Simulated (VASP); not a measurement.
# SiNi (Pnma) in VASP: a series of runs

Runs on SiNi. Level: PBEsol. Tasks: relaxation of cell and atoms, single point.

Program: VASP 6.6.1. These are calculated values, not measurements. Logs are shortened: lines on timing, memory, paths and dates and some standing lists are left out, and cuts for length are marked.

## 1. The cell of the first run

Symmetry: Pnma, No. 62, orthorhombic system. Conventional cell: a = 5.173 Å, b = 3.338 Å, c = 5.605 Å, α = 90.00°, β = 90.00°, γ = 90.00°. Within 3.0 Å of Si (site symmetry m) lie 6 Ni at 2.28 to 2.40 Å and 2 Si at 2.66 Å. Within 3.0 Å of Ni (site symmetry m) lie 6 Si at 2.28 to 2.40 Å and 4 Ni at 2.68 to 2.69 Å.

## 2. Relaxation of cell and atoms, PBEsol

The input, INCAR:

```
SYSTEM = SiNi
ALGO = Normal ; EDIFF = 1E-6
EDIFFG = -0.005 ; ENCUT = 600
GGA = PS ; IBRION = 2
ISIF = 3 ; ISMEAR = 0
LASPH = .True. ; LCHARG = .False.
LREAL = .False. ; LUSENCCL = .False.
LWAVE = .False. ; NELM = 80
NSW = 100 ; PREC = Accurate
SIGMA = 0.1
```

The input, KPOINTS:

```
k-points
0
Gamma
  8 10 6
  0 0 0
```

The input, POSCAR:

```
SiNi
1.0
    5.1731000000      0.0000000000      0.0000000000
    0.0000000000      3.3381000000      0.0000000000
    0.0000000000      0.0000000000      5.6049000000
Si Ni
4 4
Direct
    0.3212800000      0.7500000000      0.0825000000
    0.1787200000      0.2500000000      0.5825000000
    0.8212800000      0.7500000000      0.4175000000
    0.6787200000      0.2500000000      0.9175000000
    0.0077900000      0.2500000000      0.1875200000
    0.4922100000      0.7500000000      0.6875200000
    0.5077900000      0.2500000000      0.3124800000
    0.9922100000      0.7500000000      0.8124800000
```

Potentials or basis: VASP PAW PBE potentials, release 64 (Si, Ni).

Launch:

```bash
cat potpaw_PBE.64/Si/POTCAR potpaw_PBE.64/Ni/POTCAR > POTCAR
mpirun -np 1 vasp_std > vasp.out
```

OUTCAR:

```text
SYSTEM = SiNi
   EDIFF = 1E-6
   EDIFFG = -0.005
   ENCUT = 600
   GGA = PS
   IBRION = 2
   ISIF = 3
   ISMEAR = 0
   LASPH = .True.
   LREAL = .False.
   NELM = 80
   NSW = 100
   PREC = Accurate

 ion  position               nearest neighbor table
   1  0.321  0.750  0.083-   8 2.28   7 2.32   7 2.32   6 2.38   5 2.40   5 2.40   4 2.66   4 2.66

   2  0.179  0.250  0.583-   7 2.28   8 2.32   8 2.32   5 2.38   6 2.40   6 2.40   3 2.66   3 2.66

   3  0.821  0.750  0.417-   6 2.28   5 2.32   5 2.32   8 2.38   7 2.40   7 2.40   2 2.66   2 2.66

   4  0.679  0.250  0.917-   5 2.28   6 2.32   6 2.32   7 2.38   8 2.40   8 2.40   1 2.66   1 2.66

   5  0.008  0.250  0.188-   4 2.28   3 2.32   3 2.32   2 2.38   1 2.40   1 2.40   7 2.68   7 2.68
                             8 2.69   8 2.69
   6  0.492  0.750  0.688-   3 2.28   4 2.32   4 2.32   1 2.38   2 2.40   2 2.40   8 2.68   8 2.68
                             7 2.69   7 2.69
   7  0.508  0.250  0.312-   2 2.28   1 2.32   1 2.32   4 2.38   3 2.40   3 2.40   5 2.68   5 2.68
                             6 2.69   6 2.69
   8  0.992  0.750  0.812-   1 2.28   2 2.32   2 2.32   3 2.38   4 2.40   4 2.40   6 2.68   6 2.68
                             5 2.69   5 2.69

  LATTYP: Found a simple orthorhombic cell.
 ALAT       =     3.3381000000
 B/A-ratio  =     1.5497139091
 C/A-ratio  =     1.6790689314

  Lattice vectors:

 A1 = (   0.0000000000,  -3.3381000000,   0.0000000000)
 A2 = (   5.1731000000,   0.0000000000,   0.0000000000)
 A3 = (   0.0000000000,   0.0000000000,   5.6049000000)

Analysis of symmetry for initial positions (statically):
=====================================================================
 Subroutine PRICEL returns:
 Original cell was already a primitive cell.

 Routine SETGRP: Setting up the symmetry group for a
 simple orthorhombic supercell.

 Subroutine GETGRP returns: Found  8 space group operations
 (whereof  2 operations were pure point group operations)
 out of a pool of  8 trial point group operations.

The static configuration has the point symmetry S_2 .
 The point group associated with its full space group is D_2h.

Analysis of symmetry for dynamics (positions and initial velocities):
=====================================================================
 Subroutine PRICEL returns:
 Original cell was already a primitive cell.

 Routine SETGRP: Setting up the symmetry group for a
 simple orthorhombic supercell.

 Subroutine GETGRP returns: Found  8 space group operations
 (whereof  2 operations were pure point group operations)
 out of a pool of  8 trial point group operations.

The dynamic configuration has the point symmetry S_2 .
 The point group associated with its full space group is D_2h.

 Subroutine INISYM returns: Found  8 space group operations
 (whereof  2 operations are pure point group operations),
 and found     1 'primitive' translations

----------------------------------------------------------------------------------------

                                     Primitive cell

  volume of cell :      96.7872

  direct lattice vectors                    reciprocal lattice vectors
     5.173100000  0.000000000  0.000000000     0.193307688  0.000000000  0.000000000
     0.000000000  3.338100000  0.000000000     0.000000000  0.299571613  0.000000000
     0.000000000  0.000000000  5.604900000     0.000000000  0.000000000  0.178415315

  length of vectors
     5.173100000  3.338100000  5.604900000     0.193307688  0.299571613  0.178415315

  position of ions in fractional coordinates (direct lattice)
     0.321280000  0.750000000  0.082500000
     0.178720000  0.250000000  0.582500000
     0.821280000  0.750000000  0.417500000
     0.678720000  0.250000000  0.917500000
     0.007790000  0.250000000  0.187520000
     0.492210000  0.750000000  0.687520000
     0.507790000  0.250000000  0.312480000
     0.992210000  0.750000000  0.812480000

  ion indices of the primitive-cell ions
   primitive index   ion index
                 1           1
                 2           2
                 3           3
                 4           4
                 5           5
                 6           6
                 7           7
                 8           8

----------------------------------------------------------------------------------------

 KPOINTS: k-points

Automatic generation of k-mesh.
 Grid dimensions read from file:
 generate k-points for:    8   10    6

 Generating k-lattice:

  Cartesian coordinates                     Fractional coordinates (reciprocal lattice)
     0.024163461  0.000000000  0.000000000     0.125000000  0.000000000  0.000000000
     0.000000000  0.029957161  0.000000000     0.000000000  0.100000000  0.000000000
     0.000000000  0.000000000  0.029735886     0.000000000  0.000000000  0.166666667

  Length of vectors
     0.024163461  0.029957161  0.029735886

  Shift w.r.t. Gamma in fractional coordinates (k-lattice)
     0.000000000  0.000000000  0.000000000

 Subroutine IBZKPT returns following result:
 ===========================================

 Found    120 irreducible k-points:

 Following reciprocal coordinates:
            Coordinates               Weight
  0.000000  0.000000  0.000000      1.000000
  0.125000  0.000000  0.000000      2.000000
  0.250000  0.000000  0.000000      2.000000
  0.375000  0.000000  0.000000      2.000000
  0.500000  0.000000  0.000000      1.000000
  0.000000  0.100000  0.000000      2.000000
[... 16 lines left out ...]
  0.250000  0.400000  0.000000      4.000000
  0.375000  0.400000  0.000000      4.000000
 [... further k-points ...]
   k-points           NKPTS =    120   k-points in BZ     NKDIM =    120   number of bands    NBANDS=     33
   number of dos      NEDOS =    301   number of ions     NIONS =      8
   total plane-waves  NPLWV =  56448
   dimension x,y,z NGX =    42 NGY =   28 NGZ =   48
   dimension x,y,z NGXF=    84 NGYF=   56 NGZF=   96
   ions per type =               4   4
   NGX,Y,Z   is equivalent  to a cutoff of  13.50, 13.94, 14.24 a.u.
   NGXF,Y,Z  is equivalent  to a cutoff of  26.99, 27.89, 28.47 a.u.
 SYSTEM =  SiNi
   PREC   = accura    normal or accurate (medium, high low for compatibility)
   ISTART =      0    job   : 0-new  1-cont  2-samecut
   ICHARG =      2    charge: 1-file 2-atom 10-const
   ISPIN  =      1    spin polarized calculation?
   LNONCOLLINEAR =      F non collinear calculations
   LSORBIT =      F    spin-orbit coupling
   LASPH  =      T    aspherical Exc in radial PAW
   ENCUT  =  600.0 eV  44.10 Ry    6.64 a.u.  10.33  6.67 11.19*2*pi/ulx,y,z
   NELM   =     80;   NELMIN=  2; NELMDL= -5     # of ELM steps
   EDIFF  = 0.1E-05   stopping-criterion for ELM
   LREAL  =      F    real-space projection
   EDIFFG = -.5E-02   stopping-criterion for IOM
   NSW    =    100    number of steps for IOM
   IBRION =      2    ionic relax: 0-MD 1-quasi-New 2-CG
   NFREE  =      1    steps in history (QN), initial steepest desc. (CG)
   ISIF   =      3    stress and relaxation
   ISYM   =      2    0-nonsym 1-usesym 2-fastsym
   POTIM  = 0.5000    time-step for ionic-motion
   TEBEG  =    0.0;   TEEND  =   0.0 temperature during run
   PSTRESS=    0.0 pullay stress
   NELECT =      56.0000    total number of electrons
   NUPDOWN=      -1.0000    fix difference up-down
   EMIN   =  10.00;   EMAX   =-10.00  energy-range for DOS
   EFERMI =   0.00;   METHOD = LEGACY
   ISMEAR =     0;   SIGMA  =   0.10  broadening in eV -4-tet -1-fermi 0-gaus
   EFERMI_NEDOS =   21; number of points for ismear=-14 and -15
   IALGO  =     38    algorithm
   IMIX   =      4    mixing-type and parameters
     AMIX     =   0.40;   BMIX     =  1.00
     AMIX_MAG =   1.60;   BMIX_MAG =  1.00
  volume/ion in A,a.u.               =      12.10        81.64
  Fermi-wavevector in a.u.,A,eV,Ry     =   1.364158  2.577886 25.319466  1.860928
  Thomas-Fermi vector in A             =   2.490499
   LORBIT       =      0    0 simple, 1 ext, 2 COOP (PROOUT), +10 PAW based schemes
   GGA     = PS    functional components
   LHFCALC =     F    Hartree Fock is set to
   AEXX    =    0.0000 exact exchange contribution
   IVDW    =     0    specifies the selected vdW correction
   LEPSILON=     F    determine dielectric tensor
   LRPA    =     F    only Hartree local field effects (RPA)
 conjugate gradient relaxation of ions
 non-spin polarized calculation
 Gauss-broadening in eV      SIGMA  =   0.10
  energy-cutoff  :      600.00
  volume of cell :       96.79
 maximum number of plane-waves:      3260
 NGX is ok and might be reduce to    42
   NGX = 21   NGY = 13   NGZ = 23

--------------------------------------- Ionic step        1  -------------------------------------------

 number of electron      56.0000001 magnetization

 Free energy of the ion-electron system (eV)
  ---------------------------------------------------
  ext. energy  EPLUGINS =         0.00000000
  ---------------------------------------------------
  free energy    TOTEN  =       -52.23657969 eV

  energy without entropy =      -52.22677931  energy(sigma->0) =      -52.23167950

------------------------ aborting loop because EDIFF is reached ----------------------------------------

  FORCE on cell =-STRESS in cart. coord.  units (eV):
  Direction    XX          YY          ZZ          XY          YZ          ZX
  --------------------------------------------------------------------------------------
  -------------------------------------------------------------------------------------
  Total       -2.8047399     -2.2440483     -2.5121509      0.0000000      0.0000000      0.0000000
  in kB      -46.4285467    -37.1470814    -41.5851442      0.0000000      0.0000000      0.0000000
  external PRESSURE =     -41.7202574 kB  Pullay stress =       0.0000000 kB
[... 107 lines left out ...]
  FREE ENERGIE OF THE ION-ELECTRON SYSTEM (eV)
  ---------------------------------------------------
  free  energy   TOTEN  =       -52.2660575251 eV

  energy  without entropy=      -52.2567402599  energy(sigma->0) =      -52.26139889

[... ionic steps 4 to 11 ...]

--------------------------------------- Ionic step       12  -------------------------------------------

 number of electron      56.0000016 magnetization

------------------------ aborting loop because EDIFF is reached ----------------------------------------
[... 79 lines left out ...]
--------------------------------------- Ionic step       14  -------------------------------------------

 number of electron      56.0000017 magnetization

 Free energy of the ion-electron system (eV)
  ---------------------------------------------------
  ext. energy  EPLUGINS =         0.00000000
  ---------------------------------------------------
  free energy    TOTEN  =       -52.27261913 eV

  energy without entropy =      -52.26533235  energy(sigma->0) =      -52.26897574

 E-fermi :  10.6723     XC(G=0): -12.4495

 val. band max:       10.6437650278   @ k =   0.0000   0.5000   0.3333
 cond. band min:      10.6963462277   @ k =   0.1250   0.4000   0.0000
 fundamental gap:      0.0525811999
 Fermi energy:        10.6722553377

 k-point     1 :       0.0000    0.0000    0.0000
  band No.  band energies     occupation
      1      -2.5209      2.00000
      2       0.9885      2.00000
      3       2.1674      2.00000
      4       2.8290      2.00000
      5       4.0237      2.00000
      6       4.5518      2.00000
[... 853 lines left out ...]
     32      11.9045      0.00000
     33      13.2485      0.00000

 [... further k-points ...]
[... 5 lines left out ...]
  --------------------------------------------------------------------------------------
  -------------------------------------------------------------------------------------
  Total        0.0179270     -0.0026709      0.0057174     -0.0000000      0.0000000      0.0000000
  in kB        0.3038369     -0.0452678      0.0969011     -0.0000000      0.0000000      0.0000000
  external PRESSURE =       0.1184901 kB  Pullay stress =       0.0000000 kB
[... 23 lines left out ...]
  FREE ENERGIE OF THE ION-ELECTRON SYSTEM (eV)
  ---------------------------------------------------
  free  energy   TOTEN  =       -52.2726191266 eV

  energy  without entropy=      -52.2653323523  energy(sigma->0) =      -52.26897574

 reached required accuracy - stopping structural energy minimisation
```

Run time: 26 min. Hardware: 1 × NVIDIA H100 80GB with 1 thread of Intel Xeon Platinum 8481C at 2.70GHz (Sapphire Rapids), shared host; peak memory 1.5 GiB.

What came out:

| Quantity | Value |
| --- | --- |
| Free energy | -52.2726 eV |
| Relaxed volume | 11.82 Å³/atom |
| Relaxed cell | a = 5.091 Å, b = 3.358 Å, c = 5.530 Å, α = 90.00°, β = 90.00°, γ = 90.00° |
| Space group after relaxing (to 0.1 Å) | Pnma (No. 62) |
| Energy gained by relaxing | 4.5 meV/atom |
| Ionic steps | 14 |
| Pressure after relaxing | 0.0 GPa |
| Band gap on the k mesh | zero (bands 28 and 29 overlap by 1.88 eV) |

Forces in eV/Å, atoms in the order of the input:
```
Si  -0.002  0.000  0.001
Si   0.002  0.000  0.001
Si  -0.002  0.000 -0.001
Si   0.002  0.000 -0.001
Ni   0.001  0.000 -0.002
Ni  -0.001  0.000 -0.002
Ni   0.001  0.000  0.002
Ni  -0.001  0.000  0.002
```

Step by step:
| step | energy change (eV) | largest force (eV/Å) | pressure (GPa) | volume (Å³) |
| --- | --- | --- | --- | --- |
| 1 | 0.0000 | 0.0727 | -4.17 | 96.79 |
| 2 | 0.0019 | 0.1162 | 4.78 | 92.44 |
| 3 | -0.0295 | 0.0643 | 0.05 | 94.61 |
| 4 | -0.0311 | 0.0494 | 0.04 | 94.60 |
| 5 | -0.0334 | 0.0479 | 0.04 | 94.55 |
| 6 | -0.0347 | 0.0376 | -0.11 | 94.57 |
| 7 | -0.0355 | 0.0378 | -0.21 | 94.60 |
| 8 | -0.0355 | 0.0407 | -0.14 | 94.61 |
| 9 | -0.0359 | 0.0222 | 0.14 | 94.46 |
| 10 | -0.0359 | 0.0196 | 0.13 | 94.43 |
| 11 | -0.0359 | 0.0159 | 0.24 | 94.39 |
| 12 | -0.0360 | 0.0073 | 0.10 | 94.47 |
| 13 | -0.0360 | 0.0078 | 0.10 | 94.47 |
| 14 | -0.0360 | 0.0023 | 0.01 | 94.53 |

Final structure:
```
Si Ni
1.0
     5.09120    0.00000    0.00000
     0.00000    3.35768    0.00000
     0.00000    0.00000    5.52991
Si Ni
4 4
Direct
  0.32142 0.75000 0.08646
  0.17858 0.25000 0.58646
  0.82142 0.75000 0.41354
  0.67858 0.25000 0.91354
  0.00956 0.25000 0.18737
  0.49044 0.75000 0.68737
  0.50956 0.25000 0.31263
  0.99044 0.75000 0.81263
```

Caveat: the PAW data sets were made with another functional, which shifts forces and pressure a little.

## 3. Single point, PBEsol

This run uses another cell than the first one, of 11.80 Å³/atom.

The input, INCAR:

```
  PREC = Accurate
  ENCUT = 520
  EDIFF = 1E-7
  ISMEAR = 0
  SIGMA = 0.1
  LREAL = False
  LASPH = True
  NELM = 100
  ALGO = Normal
  ISIF = 2
  LWAVE = False
  LCHARG = False
  GGA = PS
  NBANDS = 38
  ISYM = 0
```

The input, KPOINTS:

```
regular mesh
0
Gamma
  10 5 9
```

The input, POSCAR:

```
SiNi
1.0
    3.3577714925      0.0000000000      0.0000000000
    0.0000000000      7.5128492122      0.0000000000
    0.0000000000      3.4455631979      3.7435399031
Si Ni
4 4
Direct
    0.2500000000      0.9134445153      0.4079831497
    0.7500000000      0.4134445153      0.7651278196
    0.2500000000      0.5865554847      0.2348721804
    0.7500000000      0.0865554847      0.5920168503
    0.7500000000      0.8126136333      0.1966870940
    0.2500000000      0.3126136333      0.1780856394
    0.7500000000      0.6873863667      0.8219143606
    0.2500000000      0.1873863667      0.8033129060
```

Potentials or basis: VASP PAW PBE potentials, release 64 (Si, Ni).

Launch:

```bash
cat potpaw_PBE.64/Si/POTCAR potpaw_PBE.64/Ni/POTCAR > POTCAR
mpirun -np 1 vasp_std > vasp.out
```

It took 22 min on 1 thread of Intel Xeon Platinum 8259CL at 2.50GHz (Skylake/Cascade Lake), shared host; peak memory 0.69 GiB.

It converged, with:

```yaml
Free_energy: -52.2587 eV
Pressure: 0.2 GPa
Largest_force: 0.028 eV/Å
Band_gap_on_the_k_mesh: zero (bands 28 and 29 overlap by 1.90 eV)
```

Forces on the atoms (eV/Å):
```
Si   0.000 -0.013 -0.006
Si   0.000  0.006  0.013
Si   0.000 -0.006 -0.013
Si   0.000  0.013  0.006
Ni   0.000  0.027  0.003
Ni   0.000  0.002 -0.022
Ni   0.000 -0.002  0.022
Ni   0.000 -0.027 -0.003
```

Stress tensor (GPa, compression positive):
```
0.04 0.00 0.00
0.00 0.35 0.52
0.00 0.52 0.31
```

Levels at points of the mesh, in eV from the Fermi level:
| k point | band 25 | band 26 | band 27 | band 28 | band 29 | band 30 | band 31 | band 32 |
| --- | --- | --- | --- | --- | --- | --- | --- | --- |
| (0.00, 0.00, 0.00) | -1.82 | -1.31 | -1.17 | -0.96 | 0.64 | 1.37 | 3.33 | 3.82 |
| (0.50, 0.00, 0.00) | -2.00 | -2.00 | -1.46 | -1.46 | -0.62 | -0.62 | 2.05 | 2.05 |

Caveat: the PAW data sets were made with another functional, which shifts forces and pressure a little. Spin polarisation is off, so any magnetic state and its effect on volume and gap are missing.
